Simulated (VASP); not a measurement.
Write the native input for VASP 6.6.1 that does the following.

```yaml
Task: single point
Functional: r2SCAN
Dispersion: D4
Potentials_or_basis: VASP PAW PBE potentials, release 64 (Pd_sv_GW)
Cutoff: 690 eV
k_mesh: 12 × 12 × 12
Occupations: fermi-dirac, width 0.05 eV
Spin: no spin polarisation
Dipole_correction: no
Further_INCAR_settings: ALGO = Normal; EDIFF = 1e-06; NBANDS = 15
```

The system is Pd.

```xyz
1
Lattice="0.0000 1.9334 1.9334 1.9334 0.0000 1.9334 1.9334 1.9334 0.0000" Properties=species:S:1:pos:R:3 pbc="T T T"
Pd    0.0000    0.0000    0.0000
```

The input as run:

POSCAR

```
Pd
1.0
    0.0000000000      1.9334358480      1.9334358480
    1.9334358480      0.0000000000      1.9334358480
    1.9334358480      1.9334358480      0.0000000000
Pd
1
Direct
    0.0000000000      0.0000000000      0.0000000000
```

INCAR.step1

```
SYSTEM = Pd
PREC     = Accurate       ! precision mode
ENCUT    = 690            ! plane-wave cutoff, eV
ISMEAR   = -1             ! smearing method
SIGMA    = 0.05           ! smearing width, eV
LREAL    = .False.        ! projectors in reciprocal space
LASPH    = .True.         ! aspherical terms in the spheres
NELM     = 120            ! most SCF steps
NBANDS   = 15             ! bands
GGA      = PE             ! functional
ALGO     = Normal         ! electronic algorithm
EDIFF    = 1E-5           ! SCF threshold, eV
LWAVE    = .True.         ! write WAVECAR
LCHARG   = .False.        ! write CHGCAR
GGA_COMPAT= .False.
```

INCAR.step2

```
SYSTEM = Pd
PREC     = Accurate       ! precision mode
ENCUT    = 690            ! plane-wave cutoff, eV
EDIFF    = 1E-6           ! SCF threshold, eV
ISMEAR   = -1             ! smearing method
SIGMA    = 0.05           ! smearing width, eV
LREAL    = .False.        ! projectors in reciprocal space
LASPH    = .True.         ! aspherical terms in the spheres
NELM     = 120            ! most SCF steps
ALGO     = Normal         ! electronic algorithm
ISIF     = 2              ! what is computed and relaxed
LWAVE    = .False.        ! write WAVECAR
LCHARG   = .True.         ! write CHGCAR
METAGGA  = R2SCAN         ! meta-GGA
LMIXTAU  = .True.       
IVDW     = 13             ! dispersion correction
VDW_S6   = 1.0          
VDW_S8   = 0.6018749    
VDW_A1   = 0.51559235   
VDW_A2   = 5.77342911   
LELF     = .True.         ! ELF
LVHAR    = .True.       
NBANDS   = 15             ! bands
ISTART   = 1            
GGA_COMPAT= .False.
```

KPOINTS

```
Automatic mesh
0
Gamma
  12 12 12
  0 0 0
```

Potentials or basis: VASP PAW PBE potentials, release 64 (Pd_sv_GW).

Launch:

```console
$ cat potpaw_PBE.64/Pd_sv_GW/POTCAR > POTCAR
$ cp INCAR.step1 INCAR
$ mpirun -np 1 vasp_std > vasp.out
$ cp INCAR.step2 INCAR
$ mpirun -np 1 vasp_std > vasp.out
```

Results of the run:

- Pressure: 4.7 GPa
- Band gap on the k mesh: zero (bands 9 and 10 overlap by 1.73 eV)
- Dispersion energy per atom: -0.172 eV

Caveat: the cell stands under pressure; the PAW data sets were made with another functional, which shifts forces and pressure a little.

Wall time 70 s on 1 thread of Intel(R) Xeon(R) Platinum 8259CL CPU @ 2.50GHz (Skylake/Cascade Lake) (shared host), peak memory 0.17 GiB.
